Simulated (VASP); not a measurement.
# Mg (P6_3/mmc) in VASP: a series of runs

The runs below take Mg through single point, with PBE.

All numbers are computed with VASP 6.6.1; they aren't measurements. Logs are shortened: lines on timing, memory, paths and dates and some standing lists are left out, and cuts for length are marked.

## (1) The cell of the first run

The structure is hexagonal, space group P6_3/mmc (No. 194). The conventional cell has a = 3.371 Å, b = 3.371 Å, c = 4.850 Å, α = 90.00°, β = 90.00°, γ = 120.00°. Within 4.1 Å of Mg (site symmetry -6m2) lie 12 Mg at 3.11 to 3.37 Å.

## (2) Single point, PBE

Input file INCAR:

```
SYSTEM = Mg
PREC = Accurate
ENCUT = 520
EDIFF = 1E-7
ISMEAR = 0
SIGMA = 0.1
LREAL = .FALSE.
LASPH = .TRUE.
NELM = 80
ALGO = Normal
ISIF = 2
LWAVE = .FALSE.
LCHARG = .FALSE.
GGA = PE
NBANDS = 18
```

Input file KPOINTS:

```
regular mesh
0
G
  6 6 7
  0 0 0
```

Input file POSCAR:

```
Mg
1.0
    6.7423637560      0.0000000000      0.0000000000
   -3.3711818780      5.8390582943      0.0000000000
    0.0000000000      0.0000000000      4.8500094083
Mg
8
Direct
    0.3333333333      0.6666666667      0.2500000000
    0.3333333333      0.1666666667      0.2500000000
    0.8333333333      0.6666666667      0.2500000000
    0.8333333333      0.1666666667      0.2500000000
    0.1666666667      0.3333333333      0.7500000000
    0.1666666667      0.8333333333      0.7500000000
    0.6666666667      0.3333333333      0.7500000000
    0.6666666667      0.8333333333      0.7500000000
```

Potentials or basis: VASP PAW PBE potentials, release 64 (Mg).

On the command line:

```bash
cat potpaw_PBE.64/Mg/POTCAR > POTCAR
mpirun -np 1 vasp_std > vasp.out
```

OUTCAR:

```text
SYSTEM = Mg
   PREC = Accurate
   ENCUT = 520
   EDIFF = 1E-7
   ISMEAR = 0
   LREAL = .FALSE.
   LASPH = .TRUE.
   NELM = 80
   ISIF = 2
   GGA = PE

 ion  position               nearest neighbor table
   1  0.333  0.667  0.250-   6 3.11   6 3.11   8 3.11   8 3.11   5 3.11   5 3.11   3 3.37   3 3.37
                             4 3.37   2 3.37   2 3.37   4 3.37
   2  0.333  0.167  0.250-   5 3.11   5 3.11   7 3.11   7 3.11   6 3.11   6 3.11   4 3.37   4 3.37
                             1 3.37   1 3.37   3 3.37   3 3.37
   3  0.833  0.667  0.250-   8 3.11   8 3.11   6 3.11   6 3.11   7 3.11   7 3.11   1 3.37   1 3.37
                             4 3.37   4 3.37   2 3.37   2 3.37
   4  0.833  0.167  0.250-   7 3.11   7 3.11   5 3.11   5 3.11   8 3.11   8 3.11   2 3.37   2 3.37
                             3 3.37   3 3.37   1 3.37   1 3.37
   5  0.167  0.333  0.750-   2 3.11   2 3.11   4 3.11   4 3.11   1 3.11   1 3.11   7 3.37   7 3.37
                             6 3.37   6 3.37   8 3.37   8 3.37
   6  0.167  0.833  0.750-   1 3.11   1 3.11   3 3.11   3 3.11   2 3.11   2 3.11   8 3.37   8 3.37
                             7 3.37   5 3.37   5 3.37   7 3.37
   7  0.667  0.333  0.750-   4 3.11   4 3.11   2 3.11   2 3.11   3 3.11   3 3.11   5 3.37   5 3.37
                             6 3.37   8 3.37   8 3.37   6 3.37
   8  0.667  0.833  0.750-   3 3.11   3 3.11   1 3.11   1 3.11   4 3.11   4 3.11   6 3.37   6 3.37
                             5 3.37   7 3.37   7 3.37   5 3.37

  LATTYP: Found a hexagonal cell.
 ALAT       =     6.7423637560
 C/A-ratio  =     0.7193336912

  Lattice vectors:

 A1 = (   6.7423637560,   0.0000000000,   0.0000000000)
 A2 = (  -3.3711818780,   5.8390582943,   0.0000000000)
 A3 = (   0.0000000000,   0.0000000000,   4.8500094083)

Analysis of symmetry for initial positions (statically):
=====================================================================
 Subroutine PRICEL returns following result:

  LATTYP: Found a hexagonal cell.
 ALAT       =     3.3711818780
 C/A-ratio  =     1.4386673825

  Lattice vectors:

 A1 = (   3.3711818780,   0.0000000000,   0.0000000000)
 A2 = (  -1.6855909390,   2.9195291471,   0.0000000000)
 A3 = (   0.0000000000,   0.0000000000,   4.8500094083)

   4 primitive cells build up your supercell.

 Routine SETGRP: Setting up the symmetry group for a
 hexagonal supercell.

 Subroutine GETGRP returns: Found 24 space group operations
 (whereof 12 operations were pure point group operations)
 out of a pool of 24 trial point group operations.

The static configuration has the point symmetry D_3d.
 The point group associated with its full space group is D_6h.

Analysis of symmetry for dynamics (positions and initial velocities):
=====================================================================
 Subroutine PRICEL returns following result:

  LATTYP: Found a hexagonal cell.
 ALAT       =     3.3711818780
 C/A-ratio  =     1.4386673825

  Lattice vectors:

 A1 = (   3.3711818780,   0.0000000000,   0.0000000000)
 A2 = (  -1.6855909390,   2.9195291471,   0.0000000000)
 A3 = (   0.0000000000,   0.0000000000,   4.8500094083)

   4 primitive cells build up your supercell.

 Routine SETGRP: Setting up the symmetry group for a
 hexagonal supercell.

 Subroutine GETGRP returns: Found 24 space group operations
 (whereof 12 operations were pure point group operations)
 out of a pool of 24 trial point group operations.

The dynamic configuration has the point symmetry D_3d.
 The point group associated with its full space group is D_6h.

 Subroutine INISYM returns: Found 24 space group operations
 (whereof 12 operations are pure point group operations),
 and found     4 'primitive' translations

----------------------------------------------------------------------------------------

                                     Primitive cell

  volume of cell :      47.7351

  direct lattice vectors                    reciprocal lattice vectors
     3.371181878  0.000000000  0.000000000     0.296631875  0.171260493  0.000000000
    -1.685590939  2.919529147  0.000000000     0.000000000  0.342520985  0.000000000
     0.000000000  0.000000000  4.850009408     0.000000000  0.000000000  0.206185167

  length of vectors
     3.371181878  3.371181878  4.850009408     0.342520985  0.342520985  0.206185167

  position of ions in fractional coordinates (direct lattice)
     0.666666667  0.333333333  0.250000000
     0.333333333  0.666666667  0.750000000

  ion indices of the primitive-cell ions
   primitive index   ion index
                 1           1
                 2           6

----------------------------------------------------------------------------------------

 KPOINTS: regular mesh

Automatic generation of k-mesh.
 Grid dimensions read from file:
 generate k-points for:    6    6    7

 Generating k-lattice:

  Cartesian coordinates                     Fractional coordinates (reciprocal lattice)
     0.024719323  0.014271708  0.000000000     0.166666667  0.000000000  0.000000000
     0.000000000  0.028543415  0.000000000     0.000000000  0.166666667  0.000000000
     0.000000000  0.000000000  0.029455024     0.000000000  0.000000000  0.142857143

  Length of vectors
     0.028543415  0.028543415  0.029455024

  Shift w.r.t. Gamma in fractional coordinates (k-lattice)
     0.000000000  0.000000000  0.000000000

 Subroutine IBZKPT returns following result:
 ===========================================

 Found     28 irreducible k-points:

 Following reciprocal coordinates:
            Coordinates               Weight
  0.000000  0.000000  0.000000      1.000000
  0.166667  0.000000  0.000000      6.000000
  0.333333  0.000000  0.000000      6.000000
  0.500000  0.000000  0.000000      3.000000
  0.166667  0.166667  0.000000      6.000000
  0.333333  0.166667  0.000000     12.000000
[... 16 lines left out ...]
  0.166667  0.000000  0.428571     12.000000
  0.333333  0.000000  0.428571     12.000000
 [... further k-points ...]
   k-points           NKPTS =     28   k-points in BZ     NKDIM =     28   number of bands    NBANDS=     18
   number of dos      NEDOS =    301   number of ions     NIONS =      8
   total plane-waves  NPLWV =  90000
   dimension x,y,z NGX =    50 NGY =   50 NGZ =   36
   dimension x,y,z NGXF=   100 NGYF=  100 NGZF=   72
   ions per type =               8
   NGX,Y,Z   is equivalent  to a cutoff of  12.33, 12.33, 12.34 a.u.
   NGXF,Y,Z  is equivalent  to a cutoff of  24.66, 24.66, 24.68 a.u.
 SYSTEM =  Mg
   PREC   = accura    normal or accurate (medium, high low for compatibility)
   ISTART =      0    job   : 0-new  1-cont  2-samecut
   ICHARG =      2    charge: 1-file 2-atom 10-const
   ISPIN  =      1    spin polarized calculation?
   LNONCOLLINEAR =      F non collinear calculations
   LSORBIT =      F    spin-orbit coupling
   LASPH  =      T    aspherical Exc in radial PAW
   ENCUT  =  520.0 eV  38.22 Ry    6.18 a.u.  12.54 12.54  9.02*2*pi/ulx,y,z
   NELM   =     80;   NELMIN=  2; NELMDL= -5     # of ELM steps
   EDIFF  = 0.1E-06   stopping-criterion for ELM
   LREAL  =      F    real-space projection
   EDIFFG = 0.1E-05   stopping-criterion for IOM
   NSW    =      0    number of steps for IOM
   IBRION =     -1    ionic relax: 0-MD 1-quasi-New 2-CG
   NFREE  =      0    steps in history (QN), initial steepest desc. (CG)
   ISIF   =      2    stress and relaxation
   ISYM   =      2    0-nonsym 1-usesym 2-fastsym
   POTIM  = 0.5000    time-step for ionic-motion
   TEBEG  =    0.0;   TEEND  =   0.0 temperature during run
   PSTRESS=    0.0 pullay stress
   NELECT =      16.0000    total number of electrons
   NUPDOWN=      -1.0000    fix difference up-down
   EMIN   =  10.00;   EMAX   =-10.00  energy-range for DOS
   EFERMI =   0.00;   METHOD = LEGACY
   ISMEAR =     0;   SIGMA  =   0.10  broadening in eV -4-tet -1-fermi 0-gaus
   EFERMI_NEDOS =   21; number of points for ismear=-14 and -15
   IALGO  =     38    algorithm
   IMIX   =      4    mixing-type and parameters
     AMIX     =   0.40;   BMIX     =  1.00
     AMIX_MAG =   1.60;   BMIX_MAG =  1.00
  volume/ion in A,a.u.               =      23.87       161.07
  Fermi-wavevector in a.u.,A,eV,Ry     =   0.716389  1.353779  6.982691  0.513213
  Thomas-Fermi vector in A             =   1.804797
   LORBIT       =      0    0 simple, 1 ext, 2 COOP (PROOUT), +10 PAW based schemes
   GGA     = PE    functional components
   LHFCALC =     F    Hartree Fock is set to
   AEXX    =    0.0000 exact exchange contribution
   IVDW    =     0    specifies the selected vdW correction
   LEPSILON=     F    determine dielectric tensor
   LRPA    =     F    only Hartree local field effects (RPA)
 non-spin polarized calculation
 Gauss-broadening in eV      SIGMA  =   0.10
  energy-cutoff  :      520.00
  volume of cell :      190.94
 maximum number of plane-waves:      5196
   NGX = 25   NGY = 25   NGZ = 19

 number of electron      16.0000000 magnetization

 Free energy of the ion-electron system (eV)
  ---------------------------------------------------
  ext. energy  EPLUGINS =         0.00000000
  ---------------------------------------------------
  free energy    TOTEN  =       -11.80764381 eV

  energy without entropy =      -11.79136980  energy(sigma->0) =      -11.79950680

 E-fermi :   2.4250     XC(G=0):  -8.3666

 val. band max:        2.3932768921   @ k =   0.1667   0.1667   0.0000
 cond. band min:       2.4442091121   @ k =   0.1667   0.0000   0.0000
 fundamental gap:      0.0509322200
 Fermi energy:         2.4250380030

 k-point     1 :       0.0000    0.0000    0.0000
  band No.  band energies     occupation
      1      -4.3352      2.00000
      2      -0.0903      2.00000
      3      -0.0903      2.00000
      4      -0.0903      2.00000
      5       0.0774      2.00000
      6       0.0774      2.00000
[... 10 lines left out ...]
     17       6.4902      0.00000
     18       6.4975      0.00000

 k-point     2 :       0.1667    0.0000    0.0000
  band No.  band energies     occupation
      1      -4.2124      2.00000
      2      -1.3105      2.00000
      3      -0.6003      2.00000
      4      -0.6003      2.00000
      5       0.8150      2.00000
      6       0.8150      2.00000
[... 10 lines left out ...]
     17       6.3657      0.00000
     18       6.5416      0.00000

 k-point     3 :       0.3333    0.0000    0.0000
  band No.  band energies     occupation
      1      -3.8449      2.00000
      2      -2.3883      2.00000
      3      -0.9534      2.00000
      4      -0.9534      2.00000
      5       1.8454      2.00000
      6       1.8454      2.00000
[... 10 lines left out ...]
     17       6.0320      0.00000
     18       7.3367      0.00000

 k-point     4 :       0.5000    0.0000    0.0000
  band No.  band energies     occupation
      1      -3.2354      2.00000
      2      -3.2354      2.00000
      3      -1.0717      2.00000
      4      -1.0717      2.00000
      5       2.5068      0.24758
      6       2.5068      0.24758
[... 375 lines left out ...]
      4       0.9947      2.00000
      5       0.9947      2.00000
      6       1.1138      2.00000
[... 10 lines left out ...]
     17       8.9926      0.00000
     18       8.9926      0.00000

 k-point    23 :       0.1667    0.0000    0.4286
  band No.  band energies     occupation
      1      -3.0427      2.00000
      2      -2.1435      2.00000
      3      -0.1797      2.00000
      4       0.5130      2.00000
      5       0.5130      2.00000
      6       0.6772      2.00000
[... 10 lines left out ...]
     17       8.1616      0.00000
     18       8.2994      0.00000

 k-point    24 :       0.3333    0.0000    0.4286
  band No.  band energies     occupation
      1      -2.6797      2.00000
      2      -1.7839      2.00000
      3      -1.2410      2.00000
      4      -0.3610      2.00000
      5       0.1713      2.00000
      6       0.1713      2.00000
[... 10 lines left out ...]
     17       6.6643      0.00000
     18       6.6643      0.00000

 [... further k-points ...]

------------------------ aborting loop because EDIFF is reached ----------------------------------------

  FORCE on cell =-STRESS in cart. coord.  units (eV):
  Direction    XX          YY          ZZ          XY          YZ          ZX
  --------------------------------------------------------------------------------------
  -------------------------------------------------------------------------------------
  Total       -3.1522631     -3.1522631      2.7148502      0.0000000      0.0000000      0.0000000
  in kB      -26.4505965    -26.4505965     22.7802706      0.0000000      0.0000000      0.0000000
  external PRESSURE =     -10.0403075 kB  Pullay stress =       0.0000000 kB

 VOLUME and BASIS-vectors are now :
 -----------------------------------------------------------------------------
  energy-cutoff  :      520.00
  volume of cell :      190.94
      direct lattice vectors                 reciprocal lattice vectors
     6.742363756  0.000000000  0.000000000     0.148315937  0.085630246  0.000000000
    -3.371181878  5.839058294  0.000000000     0.000000000  0.171260493  0.000000000
     0.000000000  0.000000000  4.850009408     0.000000000  0.000000000  0.206185167

 POSITION                                       TOTAL-FORCE (eV/Angst)
 -----------------------------------------------------------------------------------
     -0.00000      3.89271      1.21250        -0.000000     -0.000000     -0.000000
      1.68559      0.97318      1.21250        -0.000000      0.000000     -0.000000
      3.37118      3.89271      1.21250         0.000000      0.000000      0.000000
      5.05677      0.97318      1.21250         0.000000     -0.000000     -0.000000
      0.00000      1.94635      3.63751         0.000000      0.000000     -0.000000
     -1.68559      4.86588      3.63751        -0.000000     -0.000000      0.000000
      3.37118      1.94635      3.63751        -0.000000      0.000000     -0.000000
      1.68559      4.86588      3.63751         0.000000      0.000000      0.000000
 -----------------------------------------------------------------------------------
    total drift:                                0.000000     -0.000000     -0.000000

  FREE ENERGIE OF THE ION-ELECTRON SYSTEM (eV)
  ---------------------------------------------------
  free  energy   TOTEN  =       -11.8076438138 eV

  energy  without entropy=      -11.7913697956  energy(sigma->0) =      -11.79950680
```

Wall time 83 s (1 thread of Intel Xeon 6975P-C (Granite Rapids), shared host); peak memory 0.3 GiB.

What came out:

```yaml
Free_energy: -11.8076 eV
Pressure: -1.0 GPa
Band_gap_on_the_k_mesh: zero (band 8 reaches 2.97 eV, above the bottom of band 9 at 1.66 eV)
```

Levels at points of the mesh, in eV from the Fermi level:
| k point | band 5 | band 6 | band 7 | band 8 | band 9 | band 10 | band 11 | band 12 |
| --- | --- | --- | --- | --- | --- | --- | --- | --- |
| (0.00, 0.00, 0.00) | -2.35 | -2.35 | -2.35 | -0.92 | -0.10 | 2.87 | 2.87 | 2.87 |
| (0.50, 0.00, 0.00) | 0.08 | 0.08 | 0.54 | 0.54 | 0.77 | 0.77 | 0.88 | 0.88 |

(Continued in part 2 of 2.)
